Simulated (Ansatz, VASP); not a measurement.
Bi in VASP and in Ansatz

Contents of INCAR:

```
ALGO = Normal
EDIFF = 1E-6
ENCUT = 520
GGA = PE
ISIF = 2
ISMEAR = -1
LASPH = T
LCHARG = T
LELF = T
LREAL = F
LVHAR = T
LWAVE = F
NBANDS = 14
NELM = 80
PREC = Accurate
SIGMA = 0.1
```

Contents of KPOINTS:

```
k-points
0
Gamma
  14 14 13
```

Contents of POSCAR:

```
Bi
1.0
    3.1355300254      0.0000000000      0.0000000000
   -1.5677650127      2.7154486563      0.0000000000
    0.0000000000      0.0000000000      2.9758612005
Bi
1
Direct
    0.0000000000      0.0000000000      0.0000000000
```

Input for Ansatz:

```yaml
crystal:
  lattice:
    - [3.1355300254, 0.0, 0.0]
    - [-1.5677650127, 2.7154486563, 0.0]
    - [0.0, 0.0, 2.9758612005]
  atoms:
    - { symbol: Bi, position: [0.0, 0.0, 0.0] }
kpoints:
  mp_grid: { grid: [14, 14, 13] }
scf:
  occupations: { method: fermi_dirac, width: 0.1 }
hamiltonian:
  xc: pbe
  pseudopotentials: { kind: all_electron, lapw: { basis_error: 0.001 } }
output:
  forces: true
  stress: true
  eigenvalues: true
  populations: true
```

Change from the starting cell: volume scaled by 0.75, LAPW.

Alike in both runs: task single point; functional PBE; k mesh 14 × 14 × 13; occupations fermi-dirac, width 0.1 eV; no spin polarisation.

|  | VASP | Ansatz |
| --- | --- | --- |
| version | VASP 6.6.1 | Ansatz 0.2.0 |
| potentials or method | VASP PAW PBE potentials, release 64 (Bi_d), cutoff 520 eV | all-electron LAPW, scalar-relativistic |

```tsv
	VASP	Ansatz	Ansatz less VASP
pressure (GPa)	27.1	27.2	+0.14
```

Ansatz ran all-electron here, and VASP with PAW potentials.

Neither program's run includes spin-orbit coupling.
